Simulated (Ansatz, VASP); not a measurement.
SnO2 in VASP and in Ansatz

File INCAR:

```
SYSTEM = SnO2
  ALGO = Normal
  EDIFF = 1E-6
  ENCUT = 520
  GGA = PS
  ISIF = 2
  ISMEAR = 0
  LASPH = .True.
  LCHARG = .True.
  LELF = .True.
  LREAL = .False.
  LVHAR = .True.
  LWAVE = .False.
  NBANDS = 64
  NELM = 80
  PREC = Accurate
  SIGMA = 0.05
```

The input KPOINTS:

```
k-points
0
Gamma
  6 6 6
  0 0 0
```

Contents of POSCAR:

```
SnO2
1.0
    2.9989879492      1.7314664998      4.6554289598
   -2.9989879492      1.7314664998      4.6554289598
    0.0000000000     -3.4629329995      4.6554289598
Sn O
4 8
Direct
    0.8646807174      0.8646807174      0.8646807174
    0.3648245829      0.3648245829      0.8648190111
    0.3648245829      0.8648190111      0.3648245829
    0.8648190111      0.3648245829      0.3648245829
    0.1235003534      0.6233501671      0.6233501671
    0.6233501671      0.1235003534      0.6233501671
    0.6233501671      0.6233501671      0.1235003534
    0.6062113146      0.6062113146      0.6062113146
    0.1234715296      0.1234715296      0.1234715296
    0.1060883083      0.1060883083      0.6062369573
    0.1060883083      0.6062369573      0.1060883083
    0.6062369573      0.1060883083      0.1060883083
```

Input for Ansatz:

```yaml
crystal:
  lattice:
    - [2.9989879492, 1.7314664998, 4.6554289598]
    - [-2.9989879492, 1.7314664998, 4.6554289598]
    - [0.0, -3.4629329995, 4.6554289598]
  atoms:
    - { symbol: Sn, position: [0.8646807174, 0.8646807174, 0.8646807174] }
    - { symbol: Sn, position: [0.3648245829, 0.3648245829, 0.8648190111] }
    - { symbol: Sn, position: [0.3648245829, 0.8648190111, 0.3648245829] }
    - { symbol: Sn, position: [0.8648190111, 0.3648245829, 0.3648245829] }
    - { symbol: O, position: [0.1235003534, 0.6233501671, 0.6233501671] }
    - { symbol: O, position: [0.6233501671, 0.1235003534, 0.6233501671] }
    - { symbol: O, position: [0.6233501671, 0.6233501671, 0.1235003534] }
    - { symbol: O, position: [0.6062113146, 0.6062113146, 0.6062113146] }
    - { symbol: O, position: [0.1234715296, 0.1234715296, 0.1234715296] }
    - { symbol: O, position: [0.1060883083, 0.1060883083, 0.6062369573] }
    - { symbol: O, position: [0.1060883083, 0.6062369573, 0.1060883083] }
    - { symbol: O, position: [0.6062369573, 0.1060883083, 0.1060883083] }
basis:
  ecutwfc: 520.0
kpoints:
  mp_grid: { grid: [6, 6, 6] }
hamiltonian:
  xc: pbesol
  pseudopotentials: { kind: paw, azcp: { folder: soft_1 } }
scf:
  occupations: { method: gaussian, width: 0.05 }
output:
  forces: true
  stress: true
  eigenvalues: true
```

Alike in both runs: task single point; functional PBEsol; k mesh 6 × 6 × 6; occupations gaussian, width 0.05 eV; no spin polarisation.

|  | VASP | Ansatz |
| --- | --- | --- |
| version | VASP 6.6.1 | Ansatz 0.2.0 |
| potentials or method | VASP PAW PBE potentials, release 64 (Sn_d, O), cutoff 520 eV | scalar-relativistic, plane waves, PAW |
| valence electrons in the cell | 104 | 104 |

|  | VASP | Ansatz | Ansatz less VASP |
| --- | --- | --- | --- |
| gap on the k mesh at the Fermi level (eV) | 3.15 | 3.17 | +0.019 |
| least direct gap on the mesh (eV) | 3.15 | 3.17 | +0.019 |
| rms of the force components (eV/Å) | 0.477 | 0.431 | -0.0468 |

VASP's potentials were made for PBE, not for PBEsol, and Ansatz warns of the same on its side. Atom by atom the forces differ by 0.047 eV/Å (rms over components).
